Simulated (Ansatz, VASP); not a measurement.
## Two plane-wave programs on Li3Cd2Pb2

```xyz
7
Lattice="5.0142 -3.6991 0.1717 5.0142 3.6991 0.1717 -0.1864 0.0000 4.9371" Properties=species:S:1:pos:R:3 pbc="T T T"
Li    4.9210   -1.1298    2.6402
Li    4.9210    1.1298    2.6402
Li   -0.0932    0.0000    2.4685
Cd    5.0142   -2.1686    0.1717
Cd    5.0142    2.1686    0.1717
Pb    2.4139    1.8496    2.5544
Pb    2.4139   -1.8496    2.5544
```

Alike in both runs: functional PBE; k mesh 3 × 3 × 4; occupations gaussian, width 0.2 eV; no spin polarisation.

Ansatz relaxed the structure, and its values are those at the end. VASP's run is a single point on that final structure, the one shown.

|  | VASP | Ansatz |
| --- | --- | --- |
| version | VASP 6.6.1 | Ansatz 0.2.0 |
| potentials or method | VASP PAW PBE potentials, release 64 (Li_sv, Cd, Pb_d), cutoff 520 eV | scalar-relativistic, plane waves, PAW |
| valence electrons in the cell | 61 | 77 |

VASP gave:

| Item | Value |
| --- | --- |
| gap on the k mesh at the Fermi level (eV) | none |
| rms of the force components (eV/Å) | 0.004 |

**Question.** What did Ansatz give for the same quantities?

**Answer.** gap on the k mesh at the Fermi level (eV): none; rms of the force components (eV/Å): 0.003.

A gap of «none» marks a metal or a gap that the smearing closes. The functional is the same, so the differences come from potentials, cutoffs and numerics. VASP's potentials hold 61 valence electrons a cell and Ansatz's 77, so a difference there can come from the potentials and not from the codes.

Neither program's run includes spin-orbit coupling. Noted on VASP's run: the cutoff is short for stress, so the pressure is rough.
